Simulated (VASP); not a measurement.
Wanted: the native input for a VASP 6.6.1 run.

| Property | Result |
| --- | --- |
| Task | single point |
| Functional | PBEsol |
| Potentials or basis | VASP PAW PBE potentials, release 64 (Mg, O) |
| Cutoff | 520 eV |
| k mesh | 9 × 9 × 6 |
| Occupations | gaussian, width 0.05 eV |
| Spin | no spin polarisation |
| Dipole correction | no |
| Further INCAR settings | ALGO = Normal; EDIFF = 1e-06; NBANDS = 16 |

The structure of MgO lies in POSCAR:

```
MgO
1.0
    3.8562494145      0.0000000000      0.0000000000
   -1.9281247073      3.3396099563      0.0000000000
    0.0000000000      0.0000000000      3.8585631641
Mg O
2 2
Direct
    0.6666666667      0.3333333333      0.7500000000
    0.3333333333      0.6666666667      0.2500000000
    0.6666666667      0.3333333333      0.2500000000
    0.3333333333      0.6666666667      0.7500000000
```

This cell differs from its parent crystal: volume 12.423 Å^3 an atom, c/a of the conventional cell 1.0006.

The input as run:

INCAR

```
SYSTEM = MgO
ALGO = Normal
EDIFF = 1E-6
ENCUT = 520
GGA = PS
ISIF = 2
ISMEAR = 0
LASPH = .TRUE.
LCHARG = .TRUE.
LELF = .TRUE.
LREAL = .FALSE.
LVHAR = .TRUE.
LWAVE = .FALSE.
NBANDS = 16
NELM = 80
PREC = Accurate
SIGMA = 0.05
```

KPOINTS

```
k-points
0
G
  9 9 6
  0 0 0
```

Potentials or basis: VASP PAW PBE potentials, release 64 (Mg, O).

Command:

```bash
$ cat potpaw_PBE.64/Mg/POTCAR potpaw_PBE.64/O/POTCAR > POTCAR
$ mpirun -np 1 vasp_std > vasp.out
```

It gave:

The pressure is -4.0 GPa. The band gap on the k mesh is 2.82 eV, indirect (least direct gap 3.07 eV).

Caveat: the PAW data sets were made with another functional, which shifts forces and pressure a little.

Run time: 32 s on 1 thread of Intel(R) Xeon(R) Platinum 8259CL CPU @ 2.50GHz (Skylake/Cascade Lake), on a shared host, peak memory 0.18 GiB.
